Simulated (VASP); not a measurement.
Here is a VASP 6.6.1 calculation.

Contents of INCAR:

```
PREC = Accurate
ENCUT = 520
EDIFF = 1E-6
ISMEAR = -1
SIGMA = 0.05
LREAL = F
LASPH = T
NELM = 80
ALGO = Normal
ISIF = 2
LWAVE = F
LCHARG = T
GGA = PE
LELF = T
LVHAR = T
NBANDS = 12
```

KPOINTS

```
Automatic mesh
0
Gamma
  10 10 10
```

Contents of POSCAR:

```
SiF
1.0
    1.3386000000      0.7728400000      3.8983100000
   -1.3386000000      0.7728400000      3.8983100000
    0.0000000000     -1.5456800000      3.8983100000
Si F
1 1
Direct
    0.5000000000      0.5000000000      0.5000000000
    0.0000000000      0.0000000000      0.0000000000
```

Potentials or basis: VASP PAW PBE potentials, release 64 (Si, F).

Run with:

```sh
$ cat potpaw_PBE.64/Si/POTCAR potpaw_PBE.64/F/POTCAR > POTCAR
$ mpirun -np 1 vasp_std > vasp.out
```

**Question.** What does it give for the pressure?

**Answer.** -0.2 GPa.

Stress tensor (GPa, compression positive):
```
-0.33  0.00  0.00
 0.00 -0.33  0.00
 0.00  0.00  0.06
```

Caveat: an odd number of electrons without spin polarisation forces a metal; a magnetic or distorted state may lie lower.
